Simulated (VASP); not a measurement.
# Ag (Cmce) in VASP: a series of runs

The runs below take Ag through relaxation of cell and atoms, single point, with PBEsol.

Program: VASP 6.6.1. These are calculated values, not measurements. Logs are shortened: lines on timing, memory, paths and dates and some standing lists are left out, and cuts for length are marked.

### Step 1. The cell of the first run

It takes space group Cmce (No. 64, orthorhombic). The conventional cell has a = 3.259 Å, b = 10.338 Å, c = 4.312 Å, α = 90.00°, β = 90.00°, γ = 90.00°. Within 2.8 Å of Ag (site symmetry m) lie 3 Ag at 2.14 to 2.17 Å.

### Step 2. Relaxation of cell and atoms, PBEsol

The input, INCAR:

```
SYSTEM = Ag
PREC     = Accurate       ! precision mode
ENCUT    = 600            ! plane-wave cutoff, eV
EDIFF    = 1E-6           ! SCF threshold, eV
ISMEAR   = 0              ! smearing method
SIGMA    = 0.1            ! smearing width, eV
LREAL    = .FALSE.        ! projectors in reciprocal space
LASPH    = .TRUE.         ! aspherical terms in the spheres
NELM     = 100            ! most SCF steps
ALGO     = Normal         ! electronic algorithm
ISIF     = 3              ! what is computed and relaxed
LWAVE    = .FALSE.        ! write WAVECAR
LCHARG   = .FALSE.        ! write CHGCAR
GGA      = PS             ! functional
IBRION   = 2              ! ionic algorithm
NSW      = 90             ! ionic steps
EDIFFG   = -0.04          ! ionic threshold
```

The input, KPOINTS:

```
regular mesh
0
G
  6 6 4
  0 0 0
```

The input, POSCAR:

```
Ag
1.0
    1.6293996204     -5.1687903367      0.0000000000
    1.6293996204      5.1687903367      0.0000000000
    0.0000000000      0.0000000000      4.3122479380
Ag
4
Direct
    0.0980000000      0.9020000000      0.9100000000
    0.5980000000      0.4020000000      0.5900000000
    0.9020000000      0.0980000000      0.0900000000
    0.4020000000      0.5980000000      0.4100000000
```

Potentials or basis: VASP PAW PBE potentials, release 64 (Ag).

Run with:

```bash
cat potpaw_PBE.64/Ag/POTCAR > POTCAR
mpirun -np 1 vasp_std > vasp.out
```

OUTCAR:

```text
SYSTEM = Ag
   PREC = Accurate
   ENCUT = 600
   EDIFF = 1E-6
   ISMEAR = 0
   LREAL = .FALSE.
   LASPH = .TRUE.
   NELM = 100
   ISIF = 3
   GGA = PS
   IBRION = 2
   NSW = 90
   EDIFFG = -0.04

 ion  position               nearest neighbor table
   1  0.098  0.902  0.910-   2 2.14   2 2.14   3 2.17   2 3.35   2 3.35   4 3.38   4 3.38   4 3.38
                             4 3.38
   2  0.598  0.402  0.590-   1 2.14   1 2.14   4 2.17   1 3.35   1 3.35   3 3.38   3 3.38   3 3.38
                             3 3.38
   3  0.902  0.098  0.090-   4 2.14   4 2.14   1 2.17   4 3.35   4 3.35   2 3.38   2 3.38   2 3.38
                             2 3.38
   4  0.402  0.598  0.410-   3 2.14   3 2.14   2 2.17   3 3.35   3 3.35   1 3.38   1 3.38   1 3.38
                             1 3.38

  LATTYP: Found a base centered orthorhombic cell.
 ALAT       =     3.2587992408
 B/A-ratio  =     3.1722054381
 C/A-ratio  =     1.3232628399

  Lattice vectors:

 A1 = (   1.6293996204,  -5.1687903367,   0.0000000000)
 A2 = (   1.6293996204,   5.1687903367,   0.0000000000)
 A3 = (   0.0000000000,   0.0000000000,   4.3122479380)

Analysis of symmetry for initial positions (statically):
=====================================================================
 Subroutine PRICEL returns:
 Original cell was already a primitive cell.

 Routine SETGRP: Setting up the symmetry group for a
 base centered orthorhombic supercell.

 Subroutine GETGRP returns: Found  8 space group operations
 (whereof  4 operations were pure point group operations)
 out of a pool of  8 trial point group operations.

The static configuration has the point symmetry C_2h.
 The point group associated with its full space group is D_2h.

Analysis of symmetry for dynamics (positions and initial velocities):
=====================================================================
 Subroutine PRICEL returns:
 Original cell was already a primitive cell.

 Routine SETGRP: Setting up the symmetry group for a
 base centered orthorhombic supercell.

 Subroutine GETGRP returns: Found  8 space group operations
 (whereof  4 operations were pure point group operations)
 out of a pool of  8 trial point group operations.

The dynamic configuration has the point symmetry C_2h.
 The point group associated with its full space group is D_2h.

 Subroutine INISYM returns: Found  8 space group operations
 (whereof  4 operations are pure point group operations),
 and found     1 'primitive' translations

----------------------------------------------------------------------------------------

                                     Primitive cell

  volume of cell :      72.6357

  direct lattice vectors                    reciprocal lattice vectors
     1.629399620 -5.168790337  0.000000000     0.306861493 -0.096734433  0.000000000
     1.629399620  5.168790337  0.000000000     0.306861493  0.096734433  0.000000000
     0.000000000  0.000000000  4.312247938     0.000000000  0.000000000  0.231897612

  length of vectors
     5.419532883  5.419532883  4.312247938     0.321747613  0.321747613  0.231897612

  position of ions in fractional coordinates (direct lattice)
     0.098000000  0.902000000  0.910000000
     0.598000000  0.402000000  0.590000000
     0.902000000  0.098000000  0.090000000
     0.402000000  0.598000000  0.410000000

  ion indices of the primitive-cell ions
   primitive index   ion index
                 1           1
                 2           2
                 3           3
                 4           4

----------------------------------------------------------------------------------------

 KPOINTS: regular mesh

Automatic generation of k-mesh.
 Grid dimensions read from file:
 generate k-points for:    6    6    4

 Generating k-lattice:

  Cartesian coordinates                     Fractional coordinates (reciprocal lattice)
     0.051143582 -0.016122405  0.000000000     0.166666667 -0.000000000  0.000000000
     0.051143582  0.016122405  0.000000000    -0.000000000  0.166666667  0.000000000
     0.000000000  0.000000000  0.057974403     0.000000000  0.000000000  0.250000000

  Length of vectors
     0.053624602  0.053624602  0.057974403

  Shift w.r.t. Gamma in fractional coordinates (k-lattice)
     0.000000000  0.000000000  0.000000000

 Subroutine IBZKPT returns following result:
 ===========================================

 Found     39 irreducible k-points:

 Following reciprocal coordinates:
            Coordinates               Weight
  0.000000  0.000000  0.000000      1.000000
  0.166667  0.000000  0.000000      4.000000
  0.333333  0.000000  0.000000      4.000000
  0.500000  0.000000  0.000000      2.000000
  0.166667  0.166667  0.000000      2.000000
  0.333333  0.166667  0.000000      4.000000
[... 16 lines left out ...]
  0.333333  0.333333  0.250000      4.000000
  0.500000  0.333333  0.250000      8.000000
 [... further k-points ...]
   k-points           NKPTS =     39   k-points in BZ     NKDIM =     39   number of bands    NBANDS=     26
   number of dos      NEDOS =    301   number of ions     NIONS =      4
   total plane-waves  NPLWV =  82944
   dimension x,y,z NGX =    48 NGY =   48 NGZ =   36
   dimension x,y,z NGXF=    96 NGYF=   96 NGZF=   72
   ions per type =               4
   NGX,Y,Z   is equivalent  to a cutoff of  14.72, 14.72, 13.88 a.u.
   NGXF,Y,Z  is equivalent  to a cutoff of  29.45, 29.45, 27.76 a.u.
 SYSTEM =  Ag
   PREC   = accura    normal or accurate (medium, high low for compatibility)
   ISTART =      0    job   : 0-new  1-cont  2-samecut
   ICHARG =      2    charge: 1-file 2-atom 10-const
   ISPIN  =      1    spin polarized calculation?
   LNONCOLLINEAR =      F non collinear calculations
   LSORBIT =      F    spin-orbit coupling
   LASPH  =      T    aspherical Exc in radial PAW
   ENCUT  =  600.0 eV  44.10 Ry    6.64 a.u.  10.82 10.82  8.61*2*pi/ulx,y,z
   NELM   =    100;   NELMIN=  2; NELMDL= -5     # of ELM steps
   EDIFF  = 0.1E-05   stopping-criterion for ELM
   LREAL  =      F    real-space projection
   EDIFFG = -.4E-01   stopping-criterion for IOM
   NSW    =     90    number of steps for IOM
   IBRION =      2    ionic relax: 0-MD 1-quasi-New 2-CG
   NFREE  =      1    steps in history (QN), initial steepest desc. (CG)
   ISIF   =      3    stress and relaxation
   ISYM   =      2    0-nonsym 1-usesym 2-fastsym
   POTIM  = 0.5000    time-step for ionic-motion
   TEBEG  =    0.0;   TEEND  =   0.0 temperature during run
   PSTRESS=    0.0 pullay stress
   NELECT =      44.0000    total number of electrons
   NUPDOWN=      -1.0000    fix difference up-down
   EMIN   =  10.00;   EMAX   =-10.00  energy-range for DOS
   EFERMI =   0.00;   METHOD = LEGACY
   ISMEAR =     0;   SIGMA  =   0.10  broadening in eV -4-tet -1-fermi 0-gaus
   EFERMI_NEDOS =   21; number of points for ismear=-14 and -15
   IALGO  =     38    algorithm
   IMIX   =      4    mixing-type and parameters
     AMIX     =   0.40;   BMIX     =  1.00
     AMIX_MAG =   1.60;   BMIX_MAG =  1.00
  volume/ion in A,a.u.               =      18.16       122.54
  Fermi-wavevector in a.u.,A,eV,Ry     =   1.385189  2.617627 26.106152  1.918748
  Thomas-Fermi vector in A             =   2.509622
   LORBIT       =      0    0 simple, 1 ext, 2 COOP (PROOUT), +10 PAW based schemes
   GGA     = PS    functional components
   LHFCALC =     F    Hartree Fock is set to
   AEXX    =    0.0000 exact exchange contribution
   IVDW    =     0    specifies the selected vdW correction
   LEPSILON=     F    determine dielectric tensor
   LRPA    =     F    only Hartree local field effects (RPA)
 conjugate gradient relaxation of ions
 non-spin polarized calculation
 Gauss-broadening in eV      SIGMA  =   0.10
  energy-cutoff  :      600.00
  volume of cell :       72.64
 maximum number of plane-waves:      2454
 NGX is ok and might be reduce to    48
   NGX = 21   NGY = 21   NGZ = 17

--------------------------------------- Ionic step        1  -------------------------------------------

 number of electron      44.0000007 magnetization

 Free energy of the ion-electron system (eV)
  ---------------------------------------------------
  ext. energy  EPLUGINS =         0.00000000
  ---------------------------------------------------
  free energy    TOTEN  =        -2.31532584 eV

  energy without entropy =       -2.31460802  energy(sigma->0) =       -2.31496693

------------------------ aborting loop because EDIFF is reached ----------------------------------------

  FORCE on cell =-STRESS in cart. coord.  units (eV):
  Direction    XX          YY          ZZ          XY          YZ          ZX
  --------------------------------------------------------------------------------------
  -------------------------------------------------------------------------------------
  Total       40.4247732     24.5913372     31.3520180      0.0000000      0.0000000      0.0000000
  in kB      891.6777468    542.4284768    691.5535837      0.0000000      0.0000000      0.0000000
  external PRESSURE =     708.5532691 kB  Pullay stress =       0.0000000 kB
[... 2211 lines left out ...]
     25       8.6722      0.00000
     26      11.1687      0.00000

 [... further k-points ...]

[... ionic steps 4 to 28 ...]

--------------------------------------- Ionic step       29  -------------------------------------------

 number of electron      43.9999988 magnetization

------------------------ aborting loop because EDIFF is reached ----------------------------------------

  FORCE on cell =-STRESS in cart. coord.  units (eV):
  Direction    XX          YY          ZZ          XY          YZ          ZX
  --------------------------------------------------------------------------------------
  -------------------------------------------------------------------------------------
  Total        0.1641259      0.0376219      0.1105041      0.0000000      0.0000000      0.0000000
  in kB        3.7548868      0.8607166      2.5281236      0.0000000      0.0000000      0.0000000
  external PRESSURE =       2.3812423 kB  Pullay stress =       0.0000000 kB
[... 61 lines left out ...]
  energy  without entropy=      -12.6251155457  energy(sigma->0) =      -12.62910955

--------------------------------------- Ionic step       31  -------------------------------------------

 number of electron      43.9999989 magnetization

 Free energy of the ion-electron system (eV)
  ---------------------------------------------------
  ext. energy  EPLUGINS =         0.00000000
  ---------------------------------------------------
  free energy    TOTEN  =       -12.63375335 eV

  energy without entropy =      -12.62564758  energy(sigma->0) =      -12.62970047

 E-fermi :   7.8674     XC(G=0): -12.2068

 val. band max:        7.8283085320   @ k =   0.0000   0.0000   0.2500
 cond. band min:       7.9752488946   @ k =   0.5000   0.0000   0.0000
 fundamental gap:      0.1469403625
 Fermi energy:         7.8674049468

 k-point     1 :       0.0000    0.0000    0.0000
  band No.  band energies     occupation
      1       0.2120      2.00000
      2       1.4971      2.00000
      3       1.5560      2.00000
      4       1.6425      2.00000
      5       1.6885      2.00000
      6       2.0726      2.00000
[... 718 lines left out ...]
  FREE ENERGIE OF THE ION-ELECTRON SYSTEM (eV)
  ---------------------------------------------------
  free  energy   TOTEN  =       -12.6337533540 eV

  energy  without entropy=      -12.6256475764  energy(sigma->0) =      -12.62970047

 reached required accuracy - stopping structural energy minimisation
```

Run time: 31 min. Hardware: 1 thread of Intel Xeon Platinum 8375C at 2.90GHz (Ice Lake), shared host; peak memory 0.33 GiB.

What came out:

| Quantity | Value |
| --- | --- |
| Free energy | -12.6338 eV |
| Relaxed volume | 17.54 Å³/atom |
| Relaxed cell | a = 5.341 Å, b = 5.341 Å, c = 4.841 Å, α = 90.00°, β = 90.00°, γ = 149.46° |
| Space group after relaxing (to 0.1 Å) | Fmmm (No. 69) |
| Energy gained by relaxing | 2579.6 meV/atom |
| Ionic steps | 31 |
| Pressure after relaxing | 0.0 GPa |
| Largest force after relaxing | 0.035 eV/Å |
| Band gap on the k mesh | zero (bands 22 and 23 overlap by 5.53 eV) |

Forces on the atoms (eV/Å):
```
Ag   0.000 -0.032  0.015
Ag   0.000 -0.032 -0.015
Ag   0.000  0.032 -0.015
Ag   0.000  0.032  0.015
```

The path:
```tsv
step	energy change (eV)	largest force (eV/Å)	pressure (GPa)	volume (Å³)
1	0.0000	11.3915	70.86	72.64
2	-2.8469	0.1112	-5.91	193.07
3	-3.5405	0.0956	-7.05	175.69
4	-4.3220	0.1515	-8.23	159.67
5	-7.3556	0.4206	-9.46	110.60
6	-7.7127	2.3838	0.65	90.31
7	-7.8359	1.2471	-5.76	98.37
8	-7.8538	1.5076	-4.40	96.07
9	-7.8530	1.5718	-4.07	95.56
10	-8.4683	1.4874	-5.26	89.66
11	-9.3296	1.8790	4.47	72.98
12	-9.5326	1.1481	5.04	71.63
13	-9.6257	0.3236	7.38	69.94
14	-9.8576	0.2646	3.33	71.33
15	-10.1434	0.1977	-4.60	75.41
16	-10.1450	0.1941	-4.88	75.63
17	-10.2117	0.2414	-3.73	74.23
18	-10.2749	0.3146	-0.99	71.64
19	-10.2761	0.3249	-0.32	71.14
20	-10.2762	0.3232	-0.49	71.23
21	-10.2862	0.2513	-0.18	70.92
22	-10.2999	0.0332	0.80	69.97
23	-10.3052	0.0125	-0.01	70.40
24	-10.3074	0.0617	-0.95	70.94
25	-10.3115	0.0546	-0.88	70.82
26	-10.3211	0.0540	-0.33	70.44
27	-10.3154	0.0688	0.88	69.59
28	-10.3174	0.0480	-0.02	70.20
29	-10.3178	0.0537	0.24	70.03
30	-10.3178	0.0543	0.27	70.01
31	-10.3184	0.0354	0.04	70.16
```

Final structure:
```cif
data_structure
_symmetry_space_group_name_H-M 'P 1'
_symmetry_Int_Tables_number 1
_cell_length_a 5.3405
_cell_length_b 5.3405
_cell_length_c 4.8412
_cell_angle_alpha 90.000
_cell_angle_beta 90.000
_cell_angle_gamma 149.459
_cell_volume 70.16
loop_
_atom_site_label
_atom_site_type_symbol
_atom_site_fract_x
_atom_site_fract_y
_atom_site_fract_z
_atom_site_occupancy
Ag1 Ag 0.13148 0.86852 0.99973 1
Ag2 Ag 0.63148 0.36852 0.50027 1
Ag3 Ag 0.86852 0.13148 0.00027 1
Ag4 Ag 0.36852 0.63148 0.49973 1
```

Levels at points of the mesh, in eV from the Fermi level:
```tsv
k point	band 18	band 19	band 20	band 21	band 22	band 23	band 24	band 25	band 26
(0.00, 0.00, 0.00)	-3.02	-2.67	-2.62	-2.43	-1.07	-0.55	2.10	3.19	4.65
(0.50, 0.00, 0.00)	-3.59	-2.78	-2.78	0.11	0.11	2.91	2.91	6.56	6.56
(0.50, 0.50, 0.00)	-3.30	-2.99	-2.77	-2.71	-2.58	1.71	2.31	3.60	3.62
(0.00, 0.00, 0.50)	-3.71	-3.46	-3.46	-3.41	-3.41	1.90	1.90	2.65	2.65
(0.50, 0.00, 0.50)	-2.68	-2.64	-2.64	0.38	0.38	2.12	2.12	3.58	3.58
(0.50, 0.50, 0.50)	-3.60	-2.88	-2.88	-2.76	-2.76	-2.55	-2.55	9.61	9.61
```

Caveat: the k points lie up to 0.39 Å⁻¹ apart in the final cell, too coarse for converged energies and pressures of a metal; the PAW data sets were made with another functional, which shifts forces and pressure a little.

### Step 3. Single point, PBEsol

The input, INCAR:

```
  PREC = Accurate
  ENCUT = 520
  EDIFF = 1E-6
  ISMEAR = 0
  SIGMA = 0.1
  LREAL = False
  LASPH = True
  NELM = 100
  ALGO = Normal
  ISIF = 2
  LWAVE = False
  LCHARG = True
  GGA = PS
  LELF = True
  LVHAR = True
  NBANDS = 30
```

The input, KPOINTS:

```
Automatic mesh
0
Gamma
  6 6 4
```

POSCAR is that of step 2.

Potentials or basis: VASP PAW PBE potentials, release 64 (Ag).

Run with:

```bash
cat potpaw_PBE.64/Ag/POTCAR > POTCAR
mpirun -np 1 vasp_std > vasp.out
```

Run time: 72 s. Hardware: 1 thread of Intel Xeon Platinum 8375C at 2.90GHz (Ice Lake), shared host; peak memory 0.25 GiB.

Results (log left out):

- Free energy: -2.3148 eV
- Pressure: 70.9 GPa
- Largest force: 11.392 eV/Å
- Band gap on the k mesh: zero (bands 22 and 23 overlap by 3.12 eV)

Forces in eV/Å, atoms in the order of the input:
```
Ag   0.000 -7.238  8.797
Ag   0.000 -7.238 -8.797
Ag   0.000  7.238 -8.797
Ag   0.000  7.238  8.797
```

Stress tensor (GPa, compression positive):
```
89.16  0.00  0.00
 0.00 54.24  0.00
 0.00  0.00 69.15
```

Levels at points of the mesh, in eV from the Fermi level:
| k point | band 20 | band 21 | band 22 | band 23 | band 24 | band 25 |
| --- | --- | --- | --- | --- | --- | --- |
| (0.00, 0.00, 0.00) | -1.72 | -1.45 | -0.48 | 0.96 | 3.32 | 4.22 |
| (0.50, 0.00, 0.00) | -2.26 | -1.32 | -1.32 | 2.11 | 2.11 | 6.13 |
| (0.50, 0.50, 0.00) | -1.78 | -1.75 | -1.46 | 4.10 | 5.15 | 5.26 |
| (0.00, 0.00, 0.50) | -2.16 | -2.13 | -2.13 | 2.32 | 2.32 | 4.33 |
| (0.50, 0.00, 0.50) | -1.97 | -0.39 | -0.39 | 2.00 | 2.00 | 3.76 |
| (0.50, 0.50, 0.50) | -2.22 | -2.08 | -2.08 | -0.92 | -0.92 | 9.52 |

Caveat: the k points lie up to 0.36 Å⁻¹ apart, too coarse for converged energies and pressures of a metal; the PAW data sets were made with another functional, which shifts forces and pressure a little.

(Continued in part 2 of 2.)
